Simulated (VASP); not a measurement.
A run of VASP 6.6.1 is set up as follows.

File INCAR:

```
PREC = Accurate
ENCUT = 600
EDIFF = 1E-6
ISMEAR = 0
SIGMA = 0.1
LREAL = False
LASPH = True
NELM = 100
ALGO = Fast
ISIF = 3
LWAVE = False
LCHARG = False
GGA = PE
IBRION = 2
NSW = 70
EDIFFG = -0.008
PSTRESS = 250.0
```

File KPOINTS:

```
Automatic mesh
0
Gamma
  10 10 10
```

Contents of POSCAR:

```
Al2Cu
1.0
   -2.8536565342      2.8536565342      2.3015037306
    2.8536565342     -2.8536565342      2.3015037306
    2.8536565342      2.8536565342     -2.3015037306
Al Cu
4 2
Direct
    0.8421275857      0.6578724143      0.5000000000
    0.6578724143      0.1578724143      0.8157448286
    0.3421275857      0.8421275857      0.1842551714
    0.1578724143      0.3421275857      0.5000000000
    0.2500000000      0.2500000000      0.0000000000
    0.7500000000      0.7500000000      0.0000000000
```

Potentials or basis: VASP PAW PBE potentials, release 64 (Al, Cu).

The run is started by

```console
$ cat potpaw_PBE.64/Al/POTCAR potpaw_PBE.64/Cu/POTCAR > POTCAR
$ mpirun -np 1 vasp_std > vasp.out
```

(1) Estimate the band gap on the k mesh.

(2) What does it give for the relaxed volume?

(3) What does it give for the space group after relaxing (to 0.05 Å)?

## Answers

(1) zero (band 17 reaches 12.79 eV, above the bottom of band 18 at 7.94 eV).

(2) 12.58 Å³/atom.

(3) I4/mcm (No. 140).

Caveat: the cell is relaxed towards a set pressure, so the enthalpy falls and the energy may rise.
